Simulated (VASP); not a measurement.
# Al16Ru in VASP: notebook

Runs on Al16Ru. Level: r2SCAN+D3(BJ). Tasks: single point.

All numbers are computed with VASP 6.6.1; they aren't measurements. Logs are shortened: lines on timing, memory, paths and dates and some standing lists are left out, and cuts for length are marked.

**1. The cell of the first run**

The cell holds a slab with vacuum, 17 atoms: a = 5.728 Å, b = 5.728 Å, c = 18.015 Å, α = 90.00°, β = 90.00°, γ = 60.00°.

**2. Single point, r2SCAN+D3(BJ)**

Contents of POSCAR:

```
Al16Ru
1.0
    5.7275650000      0.0000000000      0.0000000000
    2.8637820000      4.9602170000      0.0000000000
    0.0000000000      0.0000000000     18.0148060000
Al Ru
16 1
Direct
    0.0000000000      0.0000000000      0.0555098956
    0.5000000873      0.0000000000      0.0555098956
   -0.0000000504      0.5000001008      0.0555098956
    0.5000000369      0.5000001008      0.0555098956
    0.1672172752      0.1663828417      0.1824344375
    0.6632475506      0.1700913488      0.1800013278
    0.1680835874      0.6659498970      0.1826009117
    0.6632461694      0.6666448262      0.1800032151
   -0.1688594903      0.3344111760      0.3036706585
    0.3402779066      0.3262609277      0.3121343633
   -0.1737699832      0.8368779027      0.3025798335
    0.3402613229      0.8334343034      0.3121395257
   -0.0375504156     -0.0103201130      0.4270817016
    0.3870292775      0.0564312005      0.4657077628
   -0.0374778260      0.5477748252      0.4270598307
    0.4914744273      0.5042406411      0.4418117520
   -0.0967978382      0.2984123477      0.5158699461
```

Contents of INCAR.step1:

```
ALGO = Normal
EDIFF = 1E-4
ENCUT = 520
GGA = PE
ISMEAR = 0
LASPH = True
LCHARG = False
LREAL = Auto
LWAVE = True
NBANDS = 45
NELM = 60
PREC = Accurate
SIGMA = 0.15
```

Contents of INCAR.step2:

```
ALGO = Normal
EDIFF = 1E-7
ENCUT = 520
ISIF = 2
ISMEAR = 0
ISTART = 1
IVDW = 12
LASPH = True
LCHARG = False
LMIXTAU = True
LREAL = Auto
LWAVE = False
METAGGA = R2SCAN
NBANDS = 45
NELM = 60
PREC = Accurate
SIGMA = 0.15
VDW_A1 = 0.49484001
VDW_A2 = 5.73083694
VDW_S6 = 1.0
VDW_S8 = 0.78981345
```

Contents of KPOINTS:

```
k-points
0
Gamma
  3 3 1
```

Potentials or basis: VASP PAW PBE potentials, release 64 (Al, Ru_pv).

Run with:

```bash
$ cat potpaw_PBE.64/Al/POTCAR potpaw_PBE.64/Ru_pv/POTCAR > POTCAR
$ cp INCAR.step1 INCAR
$ mpirun -np 1 vasp_std > vasp.out
$ cp INCAR.step2 INCAR
$ mpirun -np 1 vasp_std > vasp.out
```

OUTCAR:

```text
EDIFF = 1E-7
   ENCUT = 520
   ISIF = 2
   ISMEAR = 0
   ISTART = 1
   IVDW = 12
   LASPH = True
   LREAL = Auto
   METAGGA = R2SCAN
   NELM = 60
   PREC = Accurate
 IVDW          = 12

 ion  position               nearest neighbor table
   1  0.000  0.000  0.056-   6 2.80   5 2.82   7 2.83   2 2.86   3 2.86   4 2.86   4 2.86   3 2.86
                             2 2.86
   2  0.500  0.000  0.056-   6 2.79   8 2.79   5 2.82   1 2.86   3 2.86   4 2.86   4 2.86   1 2.86
                             3 2.86
   3  1.000  0.500  0.056-   8 2.80   5 2.82   7 2.83   4 2.86   2 2.86   1 2.86   1 2.86   4 2.86
                             2 2.86
   4  0.500  0.500  0.056-   8 2.78   6 2.78   7 2.82   3 2.86   2 2.86   1 2.86   1 2.86   2 2.86
                             3 2.86
   5  0.167  0.166  0.182-   9 2.75   2 2.82   1 2.82   3 2.82   8 2.85   6 2.85  10 2.86  12 2.86
                             7 2.86   7 2.86   6 2.88   8 2.88
   6  0.663  0.170  0.180-  11 2.76   9 2.77   4 2.78   2 2.79   1 2.80   7 2.84   8 2.84   5 2.85
                            10 2.87   5 2.88   8 2.88   7 2.89
   7  0.168  0.666  0.183-  11 2.75   4 2.82   3 2.83   1 2.83   8 2.84   6 2.84   5 2.86   5 2.86
                            12 2.88  10 2.88   6 2.89   8 2.89
   8  0.663  0.667  0.180-  11 2.76   9 2.77   4 2.78   2 2.79   3 2.80   7 2.84   6 2.84   5 2.85
                            12 2.87   5 2.88   6 2.88   7 2.89
   9  0.831  0.334  0.304-   5 2.75   6 2.77   8 2.77  15 2.81  13 2.81  10 2.84  12 2.84  11 2.86
                            11 2.86  12 2.90  10 2.90  16 3.01
  10  0.340  0.326  0.312-  11 2.80  15 2.80  12 2.82   9 2.84  16 2.85   5 2.86   6 2.87   7 2.88
                             9 2.90  12 2.90  11 2.94  14 3.11
  11  0.826  0.837  0.303-  15 2.66  13 2.66   7 2.75   8 2.76   6 2.76  10 2.80  12 2.80   9 2.86
                             9 2.86  12 2.94  10 2.94
  12  0.340  0.833  0.312-  11 2.80  13 2.80  10 2.82   9 2.84  16 2.85   5 2.86   8 2.87   7 2.88
                             9 2.90  10 2.90  11 2.94  14 3.11
  13  0.962  0.990  0.427-  17 2.28  15 2.53  11 2.66  14 2.73  12 2.80   9 2.81  16 2.84  16 2.93
                            15 3.20  14 3.20
  14  0.387  0.056  0.466-  17 2.56  15 2.73  13 2.73  16 2.94  16 2.94  12 3.11  10 3.11  13 3.20
                            15 3.20
  15  0.963  0.548  0.427-  17 2.28  13 2.53  11 2.66  14 2.73  10 2.80   9 2.81  16 2.84  16 2.93
                            13 3.20  14 3.20
  16  0.491  0.504  0.442-  17 2.44  13 2.84  15 2.84  12 2.85  10 2.85  15 2.93  13 2.93  14 2.94
                            14 2.94   9 3.01
  17  0.903  0.298  0.516-  15 2.28  13 2.28  16 2.44  14 2.56

  LATTYP: Found a hexagonal cell.
 ALAT       =     5.7275649303
 C/A-ratio  =     3.1452818465

  Lattice vectors:

 A1 = (  -2.8637820000,  -4.9602170000,   0.0000000000)
 A2 = (   5.7275650000,   0.0000000000,   0.0000000000)
 A3 = (   0.0000000000,   0.0000000000,  18.0148060000)

Analysis of symmetry for initial positions (statically):
=====================================================================
 Subroutine PRICEL returns:
 Original cell was already a primitive cell.

[... 149 lines left out ...]
   IMIX   =      4    mixing-type and parameters
     AMIX     =   0.40;   BMIX     =  1.00
     AMIX_MAG =   1.60;   BMIX_MAG =  1.00
  volume/ion in A,a.u.               =      30.11       203.16
  Fermi-wavevector in a.u.,A,eV,Ry     =   0.810038  1.530750  8.927616  0.656161
  Thomas-Fermi vector in A             =   1.919139
   LORBIT       =      0    0 simple, 1 ext, 2 COOP (PROOUT), +10 PAW based schemes
   METAGGA = R2SCAN    functional components
   LHFCALC =     F    Hartree Fock is set to
   AEXX    =    0.0000 exact exchange contribution
   IVDW    =    12    specifies the selected vdW correction
   LEPSILON=     F    determine dielectric tensor
   LRPA    =     F    only Hartree local field effects (RPA)
 non-spin polarized calculation
 Gauss-broadening in eV      SIGMA  =   0.15
  energy-cutoff  :      520.00
  volume of cell :      511.80
 maximum number of plane-waves:     13819
 NGX is ok and might be reduce to    42
   NGX = 21   NGY = 21   NGZ = 67

 number of electron      61.9999998 magnetization

 Free energy of the ion-electron system (eV)
  ---------------------------------------------------
  ext. energy  EPLUGINS =         0.00000000
  ---------------------------------------------------
  free energy    TOTEN  =      -129.06364390 eV

  energy without entropy =     -129.02610355  energy(sigma->0) =     -129.04487372

 E-fermi :   2.7106     XC(G=0):  -6.9474

 val. band max:        2.4543782067   @ k =   0.0000   0.0000   0.0000
 cond. band min:       2.7771404808   @ k =   0.0000   0.0000   0.0000
 fundamental gap:      0.3227622741
 Fermi energy:         2.7106076079

 k-point     1 :       0.0000    0.0000    0.0000
  band No.  band energies     occupation
      1     -40.3898      2.00000
      2     -40.2147      2.00000
      3     -40.1279      2.00000
      4      -8.8875      2.00000
      5      -7.6551      2.00000
      6      -5.9314      2.00000
[... 219 lines left out ...]
     42       5.5282      0.00000
     43       5.6735      0.00000
 [bands above 43 left out]

------------------------ aborting loop because EDIFF is reached ----------------------------------------

 Edisp (eV)   -2.05568

 E8    (eV) :    -0.7554

  FORCE on cell =-STRESS in cart. coord.  units (eV):
  Direction    XX          YY          ZZ          XY          YZ          ZX
  --------------------------------------------------------------------------------------
  -------------------------------------------------------------------------------------
  Total      -9.97992    -5.93693    -0.39719     3.50206     0.00789    -0.01201
  in kB     -31.24189   -18.58543    -1.24338    10.96310     0.02471    -0.03759
  external pressure =      -17.02 kB  Pullay stress =        0.00 kB

 VOLUME and BASIS-vectors are now :
 -----------------------------------------------------------------------------
  energy-cutoff  :      520.00
  volume of cell :      511.80
      direct lattice vectors                 reciprocal lattice vectors
     5.727565000  0.000000000  0.000000000     0.174594265 -0.100802024  0.000000000
     2.863782000  4.960217000  0.000000000     0.000000000  0.201604083  0.000000000
     0.000000000  0.000000000 18.014806000     0.000000000  0.000000000  0.055509896

 POSITION                                       TOTAL-FORCE (eV/Angst)
 -----------------------------------------------------------------------------------
      0.00000      0.00000      1.00000         0.051667      0.121066     -0.014119
      2.86378      0.00000      1.00000        -0.036620      0.021079      0.076774
      7.15946      2.48011      1.00000        -0.079097     -0.105344     -0.014117
      4.29567      2.48011      1.00000         0.066479     -0.038441     -0.000794
      1.43423      0.82529      3.28652        -0.000578      0.000343     -0.001564
      4.28590      0.84369      3.24269        -0.003285      0.000934      0.003896
[... 9 lines left out ...]
      4.25899      2.50114      7.95915        -0.012813      0.007517     -0.018936
      6.02774      1.48019      9.29330         0.001076     -0.000607      0.047986
 -----------------------------------------------------------------------------------
    total drift:                               -0.001868      0.001524      0.002144

  FREE ENERGIE OF THE ION-ELECTRON SYSTEM (eV)
  ---------------------------------------------------
  free  energy   TOTEN  =      -131.1193242969 eV

  energy  without entropy=     -131.0817839454  energy(sigma->0) =     -131.10055412
```

OUTCAR.step1:

```text
EDIFF = 1E-4
   ENCUT = 520
   GGA = PE
   ISMEAR = 0
[... 498 lines left out ...]
      1.43423      0.82529      3.28652         0.004068     -0.002335     -0.023776
      4.28590      0.84369      3.24269        -0.014765      0.003663     -0.027925
[... 9 lines left out ...]
      4.25899      2.50114      7.95915        -0.113774      0.065827      0.087401
      6.02774      1.48019      9.29330        -0.024586      0.014236      0.460724
 -----------------------------------------------------------------------------------
    total drift:                               -0.002031      0.001622      0.006245

  FREE ENERGIE OF THE ION-ELECTRON SYSTEM (eV)
  ---------------------------------------------------
  free  energy   TOTEN  =       -65.4804916111 eV

  energy  without entropy=      -65.4448751859  energy(sigma->0) =      -65.46268340
```

It took 19 min on 1 thread of Intel Xeon Platinum 8559C (Emerald Rapids), shared host; peak memory 0.75 GiB.

What came out:

```
Free energy                : -131.1193 eV
Largest force              : 0.132 eV/Å
Band gap on the k mesh     : zero (bands 31 and 32 overlap by 0.53 eV)
Dispersion energy per atom : -0.121 eV
```

Forces on the atoms (eV/Å):
```
Al   0.052  0.121 -0.014
Al  -0.037  0.021  0.077
Al  -0.079 -0.105 -0.014
Al   0.066 -0.038 -0.001
Al  -0.001  0.000 -0.002
Al  -0.003  0.001  0.004
Al  -0.003  0.002 -0.002
Al  -0.003  0.002  0.004
Al   0.006 -0.003 -0.001
Al   0.001 -0.002 -0.003
Al  -0.001  0.000 -0.004
Al   0.002  0.000 -0.003
Al  -0.012 -0.030 -0.030
Al   0.001 -0.001 -0.011
Al   0.020  0.026 -0.029
Al  -0.013  0.008 -0.019
Ru   0.001 -0.001  0.048
```

Caveat: the k points lie up to 0.42 Å⁻¹ apart, too coarse for converged energies and pressures of a metal; the PAW data sets were made with another functional, which shifts forces and pressure a little.

**3. Single point, r2SCAN+D3(BJ)**

Contents of POSCAR:

```
Al16Ru
1.0
    5.7275650000      0.0000000000      0.0000000000
    2.8637820000      4.9602170000      0.0000000000
    0.0000000000      0.0000000000     18.0148060000
Al Ru
16 1
Direct
    0.0000000000      0.0000000000      0.0555098956
    0.5000000873      0.0000000000      0.0555098956
   -0.0000000504      0.5000001008      0.0555098956
    0.5000000369      0.5000001008      0.0555098956
    0.1666164689      0.1679640225      0.1818346531
    0.6727942146      0.1635984877      0.1790841378
    0.1666060279      0.6654281456      0.1818429796
    0.6619838838      0.6690122630      0.1823138145
   -0.1747376847      0.3350151818      0.3057632705
    0.3585485495      0.3207111705      0.3048433605
   -0.1747555571      0.8397356406      0.3057873063
    0.3105012741      0.8447632432      0.3138293024
   -0.0325219701      0.0159620033      0.4606927768
    0.4995789413     -0.0104277696      0.4407178740
    0.0473765411      0.4762481158      0.4161938241
    0.4998128628      0.5104101292      0.4406298353
   -0.2255511634      0.6125727967      0.5152698286
```

Contents of INCAR.step1:

```
SYSTEM = Al16Ru
PREC = Accurate
ENCUT = 520
ISMEAR = 0
SIGMA = 0.15
LREAL = Auto
LASPH = .True.
NELM = 80
NBANDS = 45
GGA = PE
ALGO = Normal
EDIFF = 1E-4
LWAVE = .True.
LCHARG = .False.
```

Contents of INCAR.step2:

```
SYSTEM = Al16Ru
PREC = Accurate
ENCUT = 520
EDIFF = 1E-6
ISMEAR = 0
SIGMA = 0.15
LREAL = Auto
LASPH = .True.
NELM = 80
ALGO = Normal
ISIF = 2
LWAVE = .False.
LCHARG = .False.
METAGGA = R2SCAN
LMIXTAU = .True.
IVDW = 12
VDW_S6 = 1.0
VDW_S8 = 0.78981345
VDW_A1 = 0.49484001
VDW_A2 = 5.73083694
NBANDS = 45
ISTART = 1
```

Contents of KPOINTS:

```
Automatic mesh
0
Gamma
  3 3 1
  0 0 0
```

Potentials or basis: VASP PAW PBE potentials, release 64 (Al, Ru_pv).

Run with:

```bash
$ cat potpaw_PBE.64/Al/POTCAR potpaw_PBE.64/Ru_pv/POTCAR > POTCAR
$ cp INCAR.step1 INCAR
$ mpirun -np 1 vasp_std > vasp.out
$ cp INCAR.step2 INCAR
$ mpirun -np 1 vasp_std > vasp.out
```

Run time: 16 min. Hardware: 1 thread of Intel Xeon Platinum 8559C (Emerald Rapids), shared host; peak memory 0.76 GiB.

It converged, with:

| Item | Value |
| --- | --- |
| Free energy | -130.6178 eV |
| Largest force | 0.239 eV/Å |
| Band gap on the k mesh | zero (bands 31 and 32 overlap by 0.24 eV) |
| Dispersion energy per atom | -0.121 eV |

Forces on the atoms (eV/Å):
```
Al   0.044 -0.025  0.131
Al  -0.010 -0.068 -0.021
Al  -0.076  0.044 -0.120
Al   0.054  0.043 -0.021
Al   0.006 -0.005  0.000
Al  -0.001  0.000  0.016
Al   0.007 -0.003  0.000
Al  -0.001  0.001 -0.009
Al   0.045 -0.010 -0.075
Al  -0.045  0.026 -0.086
Al   0.031 -0.034 -0.075
Al   0.031 -0.018 -0.035
Al   0.036 -0.020 -0.015
Al  -0.020  0.140 -0.039
Al   0.036 -0.022  0.149
Al  -0.131 -0.053 -0.038
Ru  -0.007  0.005  0.239
```

Levels at points of the mesh, in eV from the Fermi level:
| k point | band 29 | band 30 | band 31 | band 32 | band 33 | band 34 |
| --- | --- | --- | --- | --- | --- | --- |
| (0.00, 0.00, 0.00) | -1.03 | -0.91 | -0.82 | -0.17 | 0.05 | 0.66 |

Caveat: the k points lie up to 0.42 Å⁻¹ apart; the PAW data sets were made with another functional, which shifts forces and pressure a little.

[end of part 1 of 2]
